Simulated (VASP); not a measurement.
Input of a VASP 6.6.1 run:

INCAR

```
ALGO     = Normal         # electronic algorithm
EDIFF    = 1E-6           # SCF threshold, eV
ENCUT    = 520            # plane-wave cutoff, eV
GGA      = PE             # functional
ISIF     = 2              # what is computed and relaxed
ISMEAR   = 0              # smearing method
LASPH    = True           # aspherical terms in the spheres
LCHARG   = True           # write CHGCAR
LELF     = True           # ELF
LREAL    = False          # projectors in reciprocal space
LVHAR    = True         
LWAVE    = False          # write WAVECAR
NBANDS   = 15             # bands
NELM     = 60             # most SCF steps
PREC     = Accurate       # precision mode
SIGMA    = 0.05           # smearing width, eV
```

The input KPOINTS:

```
k-points
0
Gamma
  6 6 6
```

POSCAR

```
KBr
1.0
    0.0000000000      3.0291000000      3.1608000000
    3.0291000000      0.0000000000      3.1608000000
    3.0291000000      3.0291000000      0.0000000000
K Br
1 1
Direct
    0.0000000000      0.0000000000      0.0000000000
    0.5000000000      0.5000000000      0.5000000000
```

Potentials or basis: VASP PAW PBE potentials, release 64 (K_sv, Br).

Run with:

```bash
$ cat potpaw_PBE.64/K_sv/POTCAR potpaw_PBE.64/Br/POTCAR > POTCAR
$ mpirun -np 1 vasp_std > vasp.out
```

Question: What does it give for the pressure?

Answer: 6.9 GPa.

Question: Estimate the band gap on the k mesh.

Answer: 5.05 eV, direct.

Stress tensor (GPa, compression positive):
```
8.12 0.00 0.00
0.00 8.12 0.00
0.00 0.00 4.54
```

Caveat: the cell differs from its parent crystal (strain -0.080 along x and y, -0.040 along z). A k mesh can miss the band edges.
